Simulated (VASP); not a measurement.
Here is a VASP 6.6.1 calculation.

INCAR

```
ALGO     = Normal         # electronic algorithm
EDIFF    = 1E-6           # SCF threshold, eV
ENCUT    = 520            # plane-wave cutoff, eV
GGA      = PE             # functional
ISIF     = 2              # what is computed and relaxed
ISMEAR   = 0              # smearing method
LASPH    = True           # aspherical terms in the spheres
LCHARG   = False          # write CHGCAR
LDAU     = True           # DFT+U
LDAUJ    = 0 0 0        
LDAUL    = -1 2 -1        # shell
LDAUPRINT= 1            
LDAUTYPE = 2            
LDAUU    = 0 4 0          # U, eV
LMAXMIX  = 4              # l up to which the mixer works
LREAL    = False          # projectors in reciprocal space
LWAVE    = False          # write WAVECAR
NBANDS   = 28             # bands
NELM     = 150            # most SCF steps
PREC     = Accurate       # precision mode
SIGMA    = 0.02           # smearing width, eV
```

Contents of KPOINTS:

```
k-points
0
Gamma
  8 8 8
```

File POSCAR:

```
BaTiO3
1.0
    4.0082194129      0.0000000000      0.0000000000
    0.0000000000      2.8732814832      2.8859184405
    0.0000000000     -2.8732814832      2.8859184405
Ba Ti O
1 1 3
Direct
    0.0000000000      0.0080771898      0.0080771898
    0.5000000000      0.5197092923      0.5197092923
    0.0000000000      0.4916268263      0.4916268263
    0.5000000000      0.4938075436      0.9829991481
    0.5000000000      0.9829991481      0.4938075436
```

Potentials or basis: VASP PAW PBE potentials, release 64 (Ba_sv, Ti_sv, O).

Command:

```bash
$ cat potpaw_PBE.64/Ba_sv/POTCAR potpaw_PBE.64/Ti_sv/POTCAR potpaw_PBE.64/O/POTCAR > POTCAR
$ mpirun -np 1 vasp_std > vasp.out
```

Q: Predict the largest force.

A: 0.586 eV/Å.

Q: Estimate the pressure.

A: 3.5 GPa.

Stress tensor (GPa, compression positive):
```
3.28 0.00 0.00
0.00 3.78 0.00
0.00 0.00 3.41
```

Caveat: the cell stands under pressure.
